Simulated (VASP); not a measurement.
# Br (Cmce) in VASP: single point with PBE

Aim: the single point of Br with PBE.

All numbers are computed with VASP 6.6.1; they aren't measurements. Logs are shortened: lines on timing, memory, paths and dates and some standing lists are left out, and cuts for length are marked.

## (1) The cell of the first run

The structure is orthorhombic, space group Cmce (No. 64). The conventional cell has a = 6.788 Å, b = 4.687 Å, c = 8.782 Å, α = 90.00°, β = 90.00°, γ = 90.00°. Br (site symmetry m) has 1 Br at 2.36 Å within 3.1 Å.

## (2) Single point, PBE

Input file INCAR:

```
  PREC = Accurate
  ENCUT = 500
  EDIFF = 1E-6
  ISMEAR = -1
  SIGMA = 0.02
  LREAL = F
  LASPH = T
  NELM = 120
  ALGO = Normal
  ISIF = 2
  LWAVE = F
  LCHARG = T
  GGA = PE
  LELF = T
  LVHAR = T
  NBANDS = 22
  GGA_COMPAT = F
```

Input file KPOINTS:

```
regular mesh
0
Gamma
  12 12 6
```

Input file POSCAR:

```
Br
1.0
    3.3939394274     -2.3437431107      0.0000000000
    3.3939394274      2.3437431107      0.0000000000
    0.0000000000      0.0000000000      8.7817078953
Br
4
Direct
    0.8728086834      0.1271913166      0.1159937025
    0.6271913166      0.3728086834      0.6159937025
    0.1271913166      0.8728086834      0.8840062975
    0.3728086834      0.6271913166      0.3840062975
```

Potentials or basis: VASP PAW PBE potentials, release 64 (Br).

On the command line:

```console
cat potpaw_PBE.64/Br/POTCAR > POTCAR
mpirun -np 1 vasp_std > vasp.out
```

OUTCAR:

```text
PREC = Accurate
   ENCUT = 500
   EDIFF = 1E-6
   ISMEAR = -1
   LREAL = F
   LASPH = T
   NELM = 120
   ISIF = 2
   GGA = PE

 ion  position               nearest neighbor table
   1  0.873  0.127  0.116-   3 2.36
   2  0.627  0.373  0.616-   4 2.36
   3  0.127  0.873  0.884-   1 2.36
   4  0.373  0.627  0.384-   2 2.36

  LATTYP: Found a base centered orthorhombic cell.
 ALAT       =     4.6874862214
 B/A-ratio  =     1.4480850789
 C/A-ratio  =     1.8734365245

  Lattice vectors:

 A1 = (  -3.3939394274,  -2.3437431107,   0.0000000000)
 A2 = (   3.3939394274,  -2.3437431107,   0.0000000000)
 A3 = (   0.0000000000,   0.0000000000,   8.7817078953)

Analysis of symmetry for initial positions (statically):
=====================================================================
 Subroutine PRICEL returns:
 Original cell was already a primitive cell.

 Routine SETGRP: Setting up the symmetry group for a
 base centered orthorhombic supercell.

 Subroutine GETGRP returns: Found  8 space group operations
 (whereof  4 operations were pure point group operations)
 out of a pool of  8 trial point group operations.

The static configuration has the point symmetry C_2h.
 The point group associated with its full space group is D_2h.

Analysis of symmetry for dynamics (positions and initial velocities):
=====================================================================
 Subroutine PRICEL returns:
 Original cell was already a primitive cell.

 Routine SETGRP: Setting up the symmetry group for a
 base centered orthorhombic supercell.

 Subroutine GETGRP returns: Found  8 space group operations
 (whereof  4 operations were pure point group operations)
 out of a pool of  8 trial point group operations.

The dynamic configuration has the point symmetry C_2h.
 The point group associated with its full space group is D_2h.

 Subroutine INISYM returns: Found  8 space group operations
 (whereof  4 operations are pure point group operations),
 and found     1 'primitive' translations

----------------------------------------------------------------------------------------

                                     Primitive cell

  volume of cell :     139.7086

  direct lattice vectors                    reciprocal lattice vectors
     3.393939427 -2.343743111  0.000000000     0.147321427 -0.213333960  0.000000000
     3.393939427  2.343743111  0.000000000     0.147321427  0.213333960  0.000000000
     0.000000000  0.000000000  8.781707895     0.000000000  0.000000000  0.113873066

  length of vectors
     4.124555322  4.124555322  8.781707895     0.259258523  0.259258523  0.113873066

  position of ions in fractional coordinates (direct lattice)
     0.872808683  0.127191317  0.115993702
     0.627191317  0.372808683  0.615993702
     0.127191317  0.872808683  0.884006298
     0.372808683  0.627191317  0.384006298

  ion indices of the primitive-cell ions
   primitive index   ion index
                 1           1
                 2           2
                 3           3
                 4           4

----------------------------------------------------------------------------------------

 KPOINTS: regular mesh

Automatic generation of k-mesh.
 Grid dimensions read from file:
 generate k-points for:   12   12    6

 Generating k-lattice:

  Cartesian coordinates                     Fractional coordinates (reciprocal lattice)
     0.012276786 -0.017777830  0.000000000     0.083333333 -0.000000000  0.000000000
     0.012276786  0.017777830  0.000000000    -0.000000000  0.083333333  0.000000000
     0.000000000  0.000000000  0.018978844     0.000000000  0.000000000  0.166666667

  Length of vectors
     0.021604877  0.021604877  0.018978844

  Shift w.r.t. Gamma in fractional coordinates (k-lattice)
     0.000000000  0.000000000  0.000000000

 Subroutine IBZKPT returns following result:
 ===========================================

 Found    172 irreducible k-points:

 Following reciprocal coordinates:
            Coordinates               Weight
  0.000000  0.000000  0.000000      1.000000
  0.083333 -0.000000  0.000000      4.000000
  0.166667 -0.000000  0.000000      4.000000
  0.250000 -0.000000  0.000000      4.000000
  0.333333 -0.000000  0.000000      4.000000
  0.416667 -0.000000  0.000000      4.000000
[... 16 lines left out ...]
  0.500000  0.166667  0.000000      4.000000
 -0.416667  0.166667  0.000000      4.000000
 [... further k-points ...]
   k-points           NKPTS =    172   k-points in BZ     NKDIM =    172   number of bands    NBANDS=     22
   number of dos      NEDOS =    301   number of ions     NIONS =      4
   total plane-waves  NPLWV =  57600
   dimension x,y,z NGX =    30 NGY =   30 NGZ =   64
   dimension x,y,z NGXF=    60 NGYF=   60 NGZF=  128
   ions per type =               4
   NGX,Y,Z   is equivalent  to a cutoff of  12.09, 12.09, 12.12 a.u.
   NGXF,Y,Z  is equivalent  to a cutoff of  24.18, 24.18, 24.23 a.u.
 SYSTEM =  unknown system
   PREC   = accura    normal or accurate (medium, high low for compatibility)
   ISTART =      0    job   : 0-new  1-cont  2-samecut
   ICHARG =      2    charge: 1-file 2-atom 10-const
   ISPIN  =      1    spin polarized calculation?
   LNONCOLLINEAR =      F non collinear calculations
   LSORBIT =      F    spin-orbit coupling
   LASPH  =      T    aspherical Exc in radial PAW
   ENCUT  =  500.0 eV  36.75 Ry    6.06 a.u.   7.52  7.52 16.01*2*pi/ulx,y,z
   NELM   =    120;   NELMIN=  2; NELMDL= -5     # of ELM steps
   EDIFF  = 0.1E-05   stopping-criterion for ELM
   LREAL  =      F    real-space projection
   EDIFFG = 0.1E-04   stopping-criterion for IOM
   NSW    =      0    number of steps for IOM
   IBRION =     -1    ionic relax: 0-MD 1-quasi-New 2-CG
   NFREE  =      0    steps in history (QN), initial steepest desc. (CG)
   ISIF   =      2    stress and relaxation
   ISYM   =      2    0-nonsym 1-usesym 2-fastsym
   POTIM  = 0.5000    time-step for ionic-motion
   TEBEG  =    0.0;   TEEND  =   0.0 temperature during run
   PSTRESS=    0.0 pullay stress
   NELECT =      28.0000    total number of electrons
   NUPDOWN=      -1.0000    fix difference up-down
   EMIN   =  10.00;   EMAX   =-10.00  energy-range for DOS
   EFERMI =   0.00;   METHOD = LEGACY
   ISMEAR =    -1;   SIGMA  =   0.02  broadening in eV -4-tet -1-fermi 0-gaus
   EFERMI_NEDOS =   21; number of points for ismear=-14 and -15
   IALGO  =     38    algorithm
   IMIX   =      4    mixing-type and parameters
     AMIX     =   0.40;   BMIX     =  1.00
     AMIX_MAG =   1.60;   BMIX_MAG =  1.00
  volume/ion in A,a.u.               =      34.93       235.70
  Fermi-wavevector in a.u.,A,eV,Ry     =   0.958046  1.810445 12.488143  0.917853
  Thomas-Fermi vector in A             =   2.087119
   LORBIT       =      0    0 simple, 1 ext, 2 COOP (PROOUT), +10 PAW based schemes
   GGA     = PE    functional components
   LHFCALC =     F    Hartree Fock is set to
   AEXX    =    0.0000 exact exchange contribution
   IVDW    =     0    specifies the selected vdW correction
   LEPSILON=     F    determine dielectric tensor
   LRPA    =     F    only Hartree local field effects (RPA)
 non-spin polarized calculation
  energy-cutoff  :      500.00
  volume of cell :      139.71
 maximum number of plane-waves:      3579
   NGX = 15   NGY = 15   NGZ = 33

 number of electron      27.9999995 magnetization

 Free energy of the ion-electron system (eV)
  ---------------------------------------------------
  ext. energy  EPLUGINS =         0.00000000
  ---------------------------------------------------
  free energy    TOTEN  =        -6.44505018 eV

  energy without entropy =       -6.44505018  energy(sigma->0) =       -6.44505018

 E-fermi :  -0.1242     XC(G=0):  -7.7550

 val. band max:       -0.6280719176   @ k =  -0.3333   0.3333   0.0000
 cond. band min:       0.9634077346   @ k =   0.0000   0.0000   0.0000
 fundamental gap:      1.5914796523
 Fermi energy:        -0.1242220931

 k-point     1 :       0.0000    0.0000    0.0000
  band No.  band energies     occupation
      1     -16.1501      2.00000
      2     -15.7755      2.00000
      3     -13.7913      2.00000
      4     -13.0731      2.00000
      5      -5.3017      2.00000
      6      -4.2607      2.00000
[... 14 lines left out ...]
     21       8.5168      0.00000
     22       8.6078      0.00000

 k-point     2 :       0.0833   -0.0000    0.0000
  band No.  band energies     occupation
      1     -16.1358      2.00000
      2     -15.7728      2.00000
      3     -13.7783      2.00000
      4     -13.0850      2.00000
      5      -5.2992      2.00000
      6      -4.3010      2.00000
[... 14 lines left out ...]
     21       8.4700      0.00000
     22       8.6603      0.00000

 k-point     3 :       0.1667   -0.0000    0.0000
  band No.  band energies     occupation
      1     -16.0950      2.00000
      2     -15.7666      2.00000
      3     -13.7406      2.00000
      4     -13.1202      2.00000
      5      -5.2935      2.00000
      6      -4.4193      2.00000
[... 14 lines left out ...]
     21       8.3086      0.00000
     22       8.8491      0.00000

 k-point     4 :       0.2500   -0.0000    0.0000
  band No.  band energies     occupation
      1     -16.0341      2.00000
      2     -15.7625      2.00000
      3     -13.6815      2.00000
      4     -13.1765      2.00000
      5      -5.2862      2.00000
      6      -4.6005      2.00000
[... 14 lines left out ...]
     21       8.3686      0.00000
     22       9.0462      0.00000

 k-point     5 :       0.3333   -0.0000    0.0000
  band No.  band energies     occupation
      1     -15.9624      2.00000
      2     -15.7678      2.00000
      3     -13.6060      2.00000
      4     -13.2502      2.00000
      5      -5.2714      2.00000
      6      -4.8090      2.00000
[... 14 lines left out ...]
     21       8.7917      0.00000
     22       9.2106      0.00000

 k-point     6 :       0.4167   -0.0000    0.0000
  band No.  band energies     occupation
      1     -15.8912      2.00000
      2     -15.7895      2.00000
      3     -13.5195      2.00000
      4     -13.3359      2.00000
      5      -5.2315      2.00000
      6      -5.0010      2.00000
[... 14 lines left out ...]
     21       9.1969      0.00000
     22       9.7478      0.00000

 k-point     7 :       0.5000   -0.0000    0.0000
  band No.  band energies     occupation
      1     -15.8312      2.00000
      2     -15.8312      2.00000
      3     -13.4276      2.00000
      4     -13.4276      2.00000
      5      -5.1450      2.00000
      6      -5.1450      2.00000
[... 324 lines left out ...]
      6      -4.3877      2.00000
[... 14 lines left out ...]
     21       8.4684      0.00000
     22       8.8908      0.00000

 k-point    21 :       0.3333    0.1667    0.0000
  band No.  band energies     occupation
      1     -16.0116      2.00000
      2     -15.7200      2.00000
      3     -13.6677      2.00000
      4     -13.1283      2.00000
      5      -5.2232      2.00000
      6      -4.5298      2.00000
[... 14 lines left out ...]
     21       8.1545      0.00000
     22       9.2097      0.00000

 k-point    22 :       0.4167    0.1667    0.0000
  band No.  band energies     occupation
      1     -15.9519      2.00000
      2     -15.7245      2.00000
      3     -13.6064      2.00000
      4     -13.1933      2.00000
      5      -5.2122      2.00000
      6      -4.7226      2.00000
[... 14 lines left out ...]
     21       8.3787      0.00000
     22       9.3942      0.00000

 k-point    23 :       0.5000    0.1667    0.0000
  band No.  band energies     occupation
      1     -15.8935      2.00000
      2     -15.7478      2.00000
      3     -13.5366      2.00000
      4     -13.2770      2.00000
      5      -5.1879      2.00000
      6      -4.9199      2.00000
[... 14 lines left out ...]
     21       8.9968      0.00000
     22       9.4406      0.00000

 k-point    24 :      -0.4167    0.1667    0.0000
  band No.  band energies     occupation
      1     -15.8444      2.00000
      2     -15.7921      2.00000
      3     -13.4617      2.00000
      4     -13.3715      2.00000
      5      -5.1313      2.00000
      6      -5.0830      2.00000
[... 14 lines left out ...]
     21       9.5095      0.00000
     22       9.5942      0.00000

 [... further k-points ...]
[... 5 lines left out ...]
  --------------------------------------------------------------------------------------
  -------------------------------------------------------------------------------------
  Total        0.9347004     -0.4646994     -0.4293677      0.0000000      0.0000000      0.0000000
  in kB       10.7191400     -5.3291700     -4.9239862      0.0000000      0.0000000      0.0000000
  external PRESSURE =       0.1553279 kB  Pullay stress =       0.0000000 kB

 VOLUME and BASIS-vectors are now :
 -----------------------------------------------------------------------------
  energy-cutoff  :      500.00
  volume of cell :      139.71
      direct lattice vectors                 reciprocal lattice vectors
     3.393939427 -2.343743111  0.000000000     0.147321427 -0.213333960  0.000000000
     3.393939427  2.343743111  0.000000000     0.147321427  0.213333960  0.000000000
     0.000000000  0.000000000  8.781707895     0.000000000  0.000000000  0.113873066

 POSITION                                       TOTAL-FORCE (eV/Angst)
 -----------------------------------------------------------------------------------
      3.39394     -1.74754      1.01862         0.000000      0.005499      0.010098
      3.39394     -0.59621      5.40948         0.000000     -0.005499      0.010098
      3.39394      1.74754      7.76309         0.000000     -0.005499     -0.010098
      3.39394      0.59621      3.37223         0.000000      0.005499     -0.010098
 -----------------------------------------------------------------------------------
    total drift:                               -0.000000      0.000000      0.000000

  FREE ENERGIE OF THE ION-ELECTRON SYSTEM (eV)
  ---------------------------------------------------
  free  energy   TOTEN  =        -6.4450501772 eV

  energy  without entropy=       -6.4450501772  energy(sigma->0) =       -6.44505018
```

It took 4.5 min on 1 thread of Intel Xeon Platinum 8488C (Sapphire Rapids), shared host; peak memory 0.49 GiB.

What came out:

| Property | Result |
| --- | --- |
| Free energy | -6.4451 eV |
| Pressure | 0.0 GPa |
| Largest force | 0.011 eV/Å |
| Band gap on the k mesh | 1.59 eV (least direct gap 1.60 eV) |

Forces on the atoms (eV/Å):
```
Br   0.000  0.005  0.010
Br   0.000 -0.005  0.010
Br   0.000 -0.005 -0.010
Br   0.000  0.005 -0.010
```

Stress tensor (GPa, compression positive):
```
 1.07  0.00  0.00
 0.00 -0.53  0.00
 0.00  0.00 -0.49
```

Caveat: this functional lacks dispersion, which holds the molecules together, so the pressure and a relaxed volume are unreliable.
